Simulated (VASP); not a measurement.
# MnNb: relaxation of cell and atoms with PBE

The system is MnNb.

```
Mn Nb
1.0
     0.00000    2.52684    2.52684
     2.52684    0.00000    2.52684
     2.52684    2.52684    0.00000
Mn Nb
1 1
Direct
  0.00000 0.00000 0.00000
  0.75000 0.75000 0.75000
```

```yaml
Program: VASP 6.6.1
Task: relaxation of cell and atoms
Functional: PBE
Potentials_or_basis: VASP PAW PBE potentials, release 64 (Mn_pv, Nb_sv)
Cutoff: 600 eV
k_mesh: 6 × 6 × 6
Occupations: gaussian, width 0.1 eV
Spin: no spin polarisation
Dipole_correction: no
Further_INCAR_settings: ALGO = Normal; EDIFF = 1e-06; IBRION = 2; EDIFFG = -0.04; NSW = 90; ISIF = 3
```

The relaxed volume is 20.09 Å³/atom and the relaxed cell is a = 3.845 Å, b = 3.845 Å, c = 3.845 Å, α = 60.00°, β = 60.00°, γ = 60.00°. The space group after relaxing (to 0.05 Å) is F-43m (No. 216), the energy gained by relaxing is 328.6 meV/atom and the ionic steps are 4. The pressure after relaxing is 0.0 GPa and the band gap on the k mesh is zero (band 13 reaches 6.71 eV, above the bottom of band 14 at 6.58 eV).

The path:
```csv
step,energy change (eV),largest force (eV/Å),pressure (GPa),volume (Å³)
1,0.0000,0.0000,32.57,32.27
2,-0.1369,0.0000,-13.93,50.14
3,-0.6570,0.0000,-0.45,40.36
4,-0.6573,0.0000,0.04,40.18
```

Final structure:
```cif
data_structure
_symmetry_space_group_name_H-M 'P 1'
_symmetry_Int_Tables_number 1
_cell_length_a 3.8446
_cell_length_b 3.8446
_cell_length_c 3.8446
_cell_angle_alpha 60.000
_cell_angle_beta 60.000
_cell_angle_gamma 60.000
_cell_volume 40.18
loop_
_atom_site_label
_atom_site_type_symbol
_atom_site_fract_x
_atom_site_fract_y
_atom_site_fract_z
_atom_site_occupancy
Mn1 Mn 0.00000 0.00000 0.00000 1
Nb1 Nb 0.75000 0.75000 0.75000 1
```

Levels at points of the mesh, in eV from the Fermi level:
| k point | band 10 | band 11 | band 12 | band 13 | band 14 | band 15 | band 16 | band 17 |
| --- | --- | --- | --- | --- | --- | --- | --- | --- |
| (0.00, 0.00, 0.00) | -1.58 | -1.00 | -1.00 | -1.00 | 1.14 | 1.14 | 1.14 | 3.87 |
| (0.50, 0.00, 0.00) | -1.52 | -1.52 | -1.03 | -1.03 | 0.21 | 1.93 | 1.93 | 3.62 |
| (0.50, 0.50, 0.00) | -1.00 | -1.00 | -0.14 | 0.02 | 0.09 | 1.99 | 3.40 | 3.73 |

It took 60 s on 1 thread of Intel Xeon 6975P-C, with other jobs on the host, peak memory 0.18 GiB.

Caveat: the volume moved by over 15 % at a fixed basis, so the end points are rough. Spin polarisation is off, so any magnetic state and its effect on volume and gap are missing.
